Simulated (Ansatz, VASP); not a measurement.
**One calculation of CaSe, two programs**

```
CELL_PARAMETERS angstrom
0.00000 3.27956 3.27956
3.27956 0.00000 3.27956
3.27956 3.27956 0.00000
ATOMIC_POSITIONS crystal
Ca 0.00000 0.00000 0.00000
Se 0.25000 0.25000 0.25000
```

Alike in both runs: task single point; functional HSE06; k mesh 4 × 4 × 4; no spin polarisation.

|  | VASP | Ansatz |
| --- | --- | --- |
| version | VASP 6.6.1 | Ansatz 0.2.0 |
| potentials or method | VASP PAW PBE potentials, release 64 (Ca_sv, Se) | plane waves |
| plane-wave cutoff (eV) | 520 | 420 |
| occupations | methfessel-paxton of order 1, width 0.5 eV | cold, width 0.5 eV |
| valence electrons in the cell | 16 | 26 |

|  | VASP | Ansatz | Ansatz less VASP |
| --- | --- | --- | --- |
| gap on the k mesh at the Fermi level (eV) | 4.09 | 4.09 | +0.004 |
| pressure (GPa) | 0.3 | 0.3 | -0.01 |

VASP's potentials hold 16 valence electrons a cell and Ansatz's 26, so a difference there can come from the potentials and not from the codes. Ansatz's warnings: stress exchange threshold loose, stress scf threshold loose.
